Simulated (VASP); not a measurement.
# In (I4/mmm) in VASP: further runs

Runs on In. Level: LDA. Tasks: electric field gradients.

All numbers are computed with VASP 6.6.1; they aren't measurements. Logs are shortened: lines on timing, memory, paths and dates and some standing lists are left out, and cuts for length are marked.

## Step 1: The cell of the first run

It takes space group I4/mmm (No. 139, tetragonal). The conventional cell has a = 3.295 Å, b = 3.295 Å, c = 5.013 Å, α = 90.00°, β = 90.00°, γ = 90.00°. In (site symmetry 4/mmm) has 12 In at 3.30 to 3.42 Å within 4.3 Å.

## Step 2: Electric field gradients, LDA (volume scaled by 1.04)

Input file INCAR:

```
  PREC = Accurate
  ENCUT = 520
  EDIFF = 1E-8
  ISMEAR = -1
  SIGMA = 0.05
  LREAL = False
  LASPH = True
  NELM = 60
  ALGO = Normal
  ISIF = 2
  LWAVE = False
  LCHARG = False
  LEFG = True
  NBANDS = 12
```

Input file KPOINTS:

```
Automatic mesh
0
Gamma
  14 14 14
```

Input file POSCAR:

```
In
1.0
   -1.6475491645      1.6475491645      2.5065057071
    1.6475491645     -1.6475491645      2.5065057071
    1.6475491645      1.6475491645     -2.5065057071
In
1
Direct
    0.0000000000      0.0000000000      0.0000000000
```

Potentials or basis: VASP PAW LDA potentials, release 64 (In_d).

Started as:

```sh
$ cat potpaw_LDA.64/In_d/POTCAR > POTCAR
$ mpirun -np 1 vasp_std > vasp.out
```

OUTCAR:

```text
PREC = Accurate
   ENCUT = 520
   EDIFF = 1E-8
   ISMEAR = -1
   LREAL = False
   LASPH = True
   NELM = 60
   ISIF = 2

 ion  position               nearest neighbor table
   1  0.000  0.000  0.000-

  LATTYP: Found a body centered tetragonal cell.
 ALAT       =     3.2950983290
 C/A-ratio  =     1.5213541187

  Lattice vectors:

 A1 = (  -1.6475491645,   1.6475491645,   2.5065057071)
 A2 = (   1.6475491645,  -1.6475491645,   2.5065057071)
 A3 = (   1.6475491645,   1.6475491645,  -2.5065057071)

Analysis of symmetry for initial positions (statically):
=====================================================================
 Subroutine PRICEL returns:
 Original cell was already a primitive cell.

 Routine SETGRP: Setting up the symmetry group for a
 body centered tetragonal supercell.

 Subroutine GETGRP returns: Found 16 space group operations
 (whereof 16 operations were pure point group operations)
 out of a pool of 16 trial point group operations.

The static configuration has the point symmetry D_4h.

Analysis of symmetry for dynamics (positions and initial velocities):
=====================================================================
 Subroutine PRICEL returns:
 Original cell was already a primitive cell.

 Routine SETGRP: Setting up the symmetry group for a
 body centered tetragonal supercell.

 Subroutine GETGRP returns: Found 16 space group operations
 (whereof 16 operations were pure point group operations)
 out of a pool of 16 trial point group operations.

The dynamic configuration has the point symmetry D_4h.

 Subroutine INISYM returns: Found 16 space group operations
 (whereof 16 operations are pure point group operations),
 and found     1 'primitive' translations

----------------------------------------------------------------------------------------

                                     Primitive cell

  volume of cell :      27.2148

  direct lattice vectors                    reciprocal lattice vectors
    -1.647549164  1.647549164  2.506505707     0.000000000  0.303481080  0.199480894
     1.647549164 -1.647549164  2.506505707     0.303481080  0.000000000  0.199480894
     1.647549164  1.647549164 -2.506505707     0.303481080  0.303481080  0.000000000

  length of vectors
     3.422193355  3.422193355  3.422193355     0.363171300  0.363171300  0.429187059

  position of ions in fractional coordinates (direct lattice)
     0.000000000  0.000000000  0.000000000

  ion indices of the primitive-cell ions
   primitive index   ion index
                 1           1

----------------------------------------------------------------------------------------

 KPOINTS: Automatic mesh

Automatic generation of k-mesh.
 Grid dimensions read from file:
 generate k-points for:   14   14   14

 Generating k-lattice:

  Cartesian coordinates                     Fractional coordinates (reciprocal lattice)
     0.000000000  0.021677220  0.014248635     0.071428571  0.000000000  0.000000000
     0.021677220  0.000000000  0.014248635     0.000000000  0.071428571  0.000000000
     0.021677220  0.021677220  0.000000000     0.000000000  0.000000000  0.071428571

  Length of vectors
     0.025940807  0.025940807  0.030656219

  Shift w.r.t. Gamma in fractional coordinates (k-lattice)
     0.000000000  0.000000000  0.000000000

 Subroutine IBZKPT returns following result:
 ===========================================

 Found    244 irreducible k-points:

 Following reciprocal coordinates:
            Coordinates               Weight
  0.000000  0.000000  0.000000      1.000000
  0.071429  0.000000  0.000000      8.000000
  0.142857  0.000000  0.000000      8.000000
  0.214286  0.000000  0.000000      8.000000
  0.285714  0.000000 -0.000000      8.000000
  0.357143  0.000000  0.000000      8.000000
[... 16 lines left out ...]
  0.214286  0.142857 -0.000000     16.000000
  0.285714  0.142857 -0.000000     16.000000
 [... further k-points ...]
   k-points           NKPTS =    244   k-points in BZ     NKDIM =    244   number of bands    NBANDS=     12
   number of dos      NEDOS =    301   number of ions     NIONS =      1
   total plane-waves  NPLWV =  21952
   dimension x,y,z NGX =    28 NGY =   28 NGZ =   28
   dimension x,y,z NGXF=    56 NGYF=   56 NGZF=   56
   ions per type =               1
   NGX,Y,Z   is equivalent  to a cutoff of  13.60, 13.60, 13.60 a.u.
   NGXF,Y,Z  is equivalent  to a cutoff of  27.20, 27.20, 27.20 a.u.
 SYSTEM =  unknown system
   PREC   = accura    normal or accurate (medium, high low for compatibility)
   ISTART =      0    job   : 0-new  1-cont  2-samecut
   ICHARG =      2    charge: 1-file 2-atom 10-const
   ISPIN  =      1    spin polarized calculation?
   LNONCOLLINEAR =      F non collinear calculations
   LSORBIT =      F    spin-orbit coupling
   LASPH  =      T    aspherical Exc in radial PAW
   ENCUT  =  520.0 eV  38.22 Ry    6.18 a.u.   6.36  6.36  6.36*2*pi/ulx,y,z
   NELM   =     60;   NELMIN=  2; NELMDL= -5     # of ELM steps
   EDIFF  = 0.1E-07   stopping-criterion for ELM
   LREAL  =      F    real-space projection
   EDIFFG = 0.1E-06   stopping-criterion for IOM
   NSW    =      0    number of steps for IOM
   IBRION =     -1    ionic relax: 0-MD 1-quasi-New 2-CG
   NFREE  =      0    steps in history (QN), initial steepest desc. (CG)
   ISIF   =      2    stress and relaxation
   ISYM   =      2    0-nonsym 1-usesym 2-fastsym
   POTIM  = 0.5000    time-step for ionic-motion
   TEBEG  =    0.0;   TEEND  =   0.0 temperature during run
   PSTRESS=    0.0 pullay stress
   NELECT =      13.0000    total number of electrons
   NUPDOWN=      -1.0000    fix difference up-down
   EMIN   =  10.00;   EMAX   =-10.00  energy-range for DOS
   EFERMI =   0.00;   METHOD = LEGACY
   ISMEAR =    -1;   SIGMA  =   0.05  broadening in eV -4-tet -1-fermi 0-gaus
   EFERMI_NEDOS =   21; number of points for ismear=-14 and -15
   IALGO  =     38    algorithm
   IMIX   =      4    mixing-type and parameters
     AMIX     =   0.40;   BMIX     =  1.00
     AMIX_MAG =   1.60;   BMIX_MAG =  1.00
  volume/ion in A,a.u.               =      27.21       183.65
  Fermi-wavevector in a.u.,A,eV,Ry     =   1.279737  2.418353 22.282633  1.637727
  Thomas-Fermi vector in A             =   2.412205
   LORBIT       =      0    0 simple, 1 ext, 2 COOP (PROOUT), +10 PAW based schemes
   GGA     = CA    functional components
   LHFCALC =     F    Hartree Fock is set to
   AEXX    =    0.0000 exact exchange contribution
   IVDW    =     0    specifies the selected vdW correction
   LEPSILON=     F    determine dielectric tensor
   LRPA    =     F    only Hartree local field effects (RPA)
 non-spin polarized calculation
  energy-cutoff  :      520.00
  volume of cell :       27.21
 maximum number of plane-waves:       752
 NGX is ok and might be reduce to    28
   NGX = 13   NGY = 13   NGZ = 13

 number of electron      12.9999998 magnetization

 Free energy of the ion-electron system (eV)
  ---------------------------------------------------
  ext. energy  EPLUGINS =         0.00000000
  ---------------------------------------------------
  free energy    TOTEN  =        -3.18687787 eV

  energy without entropy =       -3.18320971  energy(sigma->0) =       -3.18504379

 E-fermi :   6.7985     XC(G=0): -10.3406

 val. band max:        6.7539749171   @ k =   0.2857   0.1429   0.0714
 cond. band min:       6.8036209976   @ k =  -0.4286  -0.4286   0.2143
 fundamental gap:      0.0496460805
 Fermi energy:         6.7985129009

 k-point     1 :       0.0000    0.0000    0.0000
  band No.  band energies     occupation
      1      -7.8002      2.00000
      2      -7.7045      2.00000
      3      -7.7045      2.00000
      4      -7.6307      2.00000
      5      -7.5340      2.00000
      6      -2.5210      2.00000
      7      16.8431      0.00000
      8      16.8431      0.00000
      9      16.9795      0.00000
     10      18.3785      0.00000
     11      20.4454      0.00000
     12      20.5963      0.00000

 k-point     2 :       0.0714    0.0000    0.0000
  band No.  band energies     occupation
      1      -7.7926      2.00000
      2      -7.7048      2.00000
      3      -7.6971      2.00000
      4      -7.6293      2.00000
      5      -7.5369      2.00000
      6      -2.4127      2.00000
      7      15.6021      0.00000
      8      16.6782      0.00000
      9      16.7160      0.00000
     10      18.1376      0.00000
     11      20.8034      0.00000
     12      20.8760      0.00000

 k-point     3 :       0.1429    0.0000    0.0000
  band No.  band energies     occupation
      1      -7.7767      2.00000
      2      -7.7083      2.00000
      3      -7.6790      2.00000
      4      -7.6178      2.00000
      5      -7.5424      2.00000
      6      -2.0857      2.00000
      7      13.2952      0.00000
      8      16.0912      0.00000
      9      16.4265      0.00000
     10      18.0317      0.00000
     11      20.2712      0.00000
     12      21.6090      0.00000

 k-point     4 :       0.2143    0.0000    0.0000
  band No.  band energies     occupation
      1      -7.7670      2.00000
      2      -7.7201      2.00000
      3      -7.6631      2.00000
      4      -7.5833      2.00000
      5      -7.5396      2.00000
      6      -1.5352      2.00000
      7      10.9387      0.00000
      8      15.4408      0.00000
      9      16.1125      0.00000
     10      17.9735      0.00000
     11      19.4569      0.00000
     12      21.9266      0.00000

 k-point     5 :       0.2857    0.0000   -0.0000
  band No.  band energies     occupation
      1      -7.7687      2.00000
      2      -7.7380      2.00000
      3      -7.6628      2.00000
      4      -7.5299      2.00000
      5      -7.5186      2.00000
      6      -0.7582      2.00000
      7       8.7029      0.00000
      8      14.8505      0.00000
      9      15.8480      0.00000
     10      17.9308      0.00000
     11      18.8095      0.00000
     12      21.1146      0.00000
[... 228 lines left out ...]
      1      -7.7800      2.00000
      2      -7.7152      2.00000
      3      -7.6924      2.00000
      4      -7.6255      2.00000
      5      -7.5423      2.00000
      6      -2.3699      2.00000
      7      15.9693      0.00000
      8      16.1385      0.00000
      9      16.2991      0.00000
     10      17.6622      0.00000
     11      21.4892      0.00000
     12      21.5814      0.00000

 k-point    22 :       0.1429    0.1429    0.0000
  band No.  band energies     occupation
      1      -7.7638      2.00000
      2      -7.6830      2.00000
      3      -7.6703      2.00000
      4      -7.6185      2.00000
      5      -7.5239      2.00000
      6      -1.3804      2.00000
      7      11.9972      0.00000
      8      12.4093      0.00000
      9      16.2913      0.00000
     10      19.0456      0.00000
     11      19.0813      0.00000
     12      20.5634      0.00000

 k-point    23 :       0.2143    0.1429   -0.0000
  band No.  band energies     occupation
      1      -7.7498      2.00000
      2      -7.7007      2.00000
      3      -7.6516      2.00000
      4      -7.5994      2.00000
      5      -7.5099      2.00000
      6      -0.6932      2.00000
      7       9.9162      0.00000
      8      11.9469      0.00000
      9      15.4648      0.00000
     10      18.3840      0.00000
     11      19.3668      0.00000
     12      20.4934      0.00000

 k-point    24 :       0.2857    0.1429   -0.0000
  band No.  band energies     occupation
      1      -7.7423      2.00000
      2      -7.7202      2.00000
      3      -7.6603      2.00000
      4      -7.5457      2.00000
      5      -7.4965      2.00000
      6       0.2154      2.00000
      7       7.8130      0.00000
      8      11.8455      0.00000
      9      14.6324      0.00000
     10      17.5374      0.00000
     11      19.3480      0.00000
     12      20.8295      0.00000

 [... further k-points ...]
[... 5 lines left out ...]
  --------------------------------------------------------------------------------------
  -------------------------------------------------------------------------------------
  Total       -0.6944553     -0.6944553     -0.6315505      0.0000000     -0.0000000      0.0000000
  in kB      -40.8836252    -40.8836252    -37.1803245      0.0000000     -0.0000000      0.0000000
  external PRESSURE =     -39.6491917 kB  Pullay stress =       0.0000000 kB

 VOLUME and BASIS-vectors are now :
 -----------------------------------------------------------------------------
  energy-cutoff  :      520.00
  volume of cell :       27.21
      direct lattice vectors                 reciprocal lattice vectors
    -1.647549164  1.647549164  2.506505707     0.000000000  0.303481080  0.199480894
     1.647549164 -1.647549164  2.506505707     0.303481080  0.000000000  0.199480894
     1.647549164  1.647549164 -2.506505707     0.303481080  0.303481080  0.000000000

 POSITION                                       TOTAL-FORCE (eV/Angst)
 -----------------------------------------------------------------------------------
      0.00000      0.00000      0.00000         0.000000      0.000000      0.000000
 -----------------------------------------------------------------------------------
    total drift:                               -0.000000     -0.000000     -0.000000

  FREE ENERGIE OF THE ION-ELECTRON SYSTEM (eV)
  ---------------------------------------------------
  free  energy   TOTEN  =        -3.1868778650 eV

  energy  without entropy=       -3.1832097118  energy(sigma->0) =       -3.18504379

 Electric field gradients (V/A^2)
---------------------------------------------------------------------
 ion       V_xx      V_yy      V_zz      V_xy      V_xz      V_yz
---------------------------------------------------------------------
   1     -10.297   -10.297    20.594     0.001     0.001     0.001
---------------------------------------------------------------------

 Electric field gradients after diagonalization (V/A^2)
 (convention: |V_zz| > |V_xx| > |V_yy|)
----------------------------------------------------------------------
 ion       V_xx      V_yy      V_zz     asymmetry (V_yy - V_xx)/ V_zz
----------------------------------------------------------------------
   1     -10.298   -10.296    20.594       0.000
----------------------------------------------------------------------

           NMR quadrupolar parameters

 Cq : quadrupolar parameter    Cq=e*Q*V_zz/h
 eta: asymmetry parameters     (V_yy - V_xx)/ V_zz
 Q  : nuclear electric quadrupole moment in mb (millibarn)
----------------------------------------------------------------------
 ion       Cq(MHz)       eta       Q (mb)
----------------------------------------------------------------------
   1       0.050       0.000       1.000
----------------------------------------------------------------------
```

Run time: 49 s. Hardware: 1 thread of Intel Xeon 6975P-C, shared host; peak memory 0.2 GiB.

What came out:

```
Free energy : -3.1869 eV
Pressure    : -4.0 GPa
```

Stress tensor (GPa, compression positive):
```
-4.09  0.00  0.00
 0.00 -4.09  0.00
 0.00  0.00 -3.72
```

Levels at points of the mesh, in eV from the Fermi level:
```
           k point  band 3  band 4  band 5  band 6  band 7  band 8  band 9  band 10
(0.00, 0.00, 0.00)  -14.50  -14.43  -14.33   -9.32   10.04   10.04   10.18    11.58
(0.50, 0.00, 0.00)  -14.49  -14.25  -14.22   -4.37   -3.20    7.19    8.71    11.08
(0.50, 0.50, 0.00)  -14.25  -14.24  -14.15   -1.86   -1.86    3.37    3.81     6.88
(0.50, 0.50, 0.50)  -14.24  -14.21  -14.21   -3.06   -2.54    4.55    4.55     8.00
```

Electric field gradients, principal values (V/Å²):
```
atom    least   middle  greatest (by size)
1 In  -10.296  -10.298              20.594
```

Caveat: without QUAD_EFG the Cq values of the log hold for a quadrupole moment of 1 mb, not for the nuclei; spin-orbit coupling is left out, which moves the levels of the heavy elements.

[end of part 1 of 3]
